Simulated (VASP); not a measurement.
Write the native input for VASP 6.6.1 that does the following.

| Item | Value |
| --- | --- |
| Task | single point |
| Functional | LDA |
| Potentials or basis | VASP PAW LDA potentials, release 64 (Al, As) |
| Cutoff | 500 eV |
| k mesh | 6 × 6 × 6 |
| Occupations | methfessel-paxton, width 0.02 eV |
| Spin | no spin polarisation |
| Dipole correction | no |
| Further INCAR settings | ALGO = Normal; EDIFF = 1e-06; NBANDS = 11 |

The structure of AlAs lies in POSCAR:

```
AlAs
1.0
    0.0000000000      2.8304000000      2.8304000000
    2.8304000000      0.0000000000      2.8304000000
    2.8304000000      2.8304000000      0.0000000000
Al As
1 1
Direct
    0.0000000000      0.0000000000      0.0000000000
    0.2500000000      0.2500000000      0.2500000000
```

The input as run:

INCAR

```
SYSTEM = AlAs
PREC     = Accurate       ! precision mode
ENCUT    = 500            ! plane-wave cutoff, eV
EDIFF    = 1E-6           ! SCF threshold, eV
ISMEAR   = 1              ! smearing method
SIGMA    = 0.02           ! smearing width, eV
LREAL    = .False.        ! projectors in reciprocal space
LASPH    = .True.         ! aspherical terms in the spheres
NELM     = 120            ! most SCF steps
ALGO     = Normal         ! electronic algorithm
ISIF     = 2              ! what is computed and relaxed
LWAVE    = .False.        ! write WAVECAR
LCHARG   = .True.         ! write CHGCAR
GGA      = CA             ! functional
LELF     = .True.         ! ELF
LVHAR    = .True.       
NBANDS   = 11             ! bands
GGA_COMPAT= .False.
```

KPOINTS

```
Automatic mesh
0
Gamma
  6 6 6
  0 0 0
```

Potentials or basis: VASP PAW LDA potentials, release 64 (Al, As).

The run is started by

```console
$ cat potpaw_LDA.64/Al/POTCAR potpaw_LDA.64/As/POTCAR > POTCAR
$ mpirun -np 1 vasp_std > vasp.out
```

It gave:

```
Pressure               : -0.9 GPa
Band gap on the k mesh : 1.33 eV, indirect (least direct gap 1.88 eV)
```

It took 10 s on 1 thread of AMD EPYC 7R13, with other jobs on the host, peak memory 0.12 GiB.
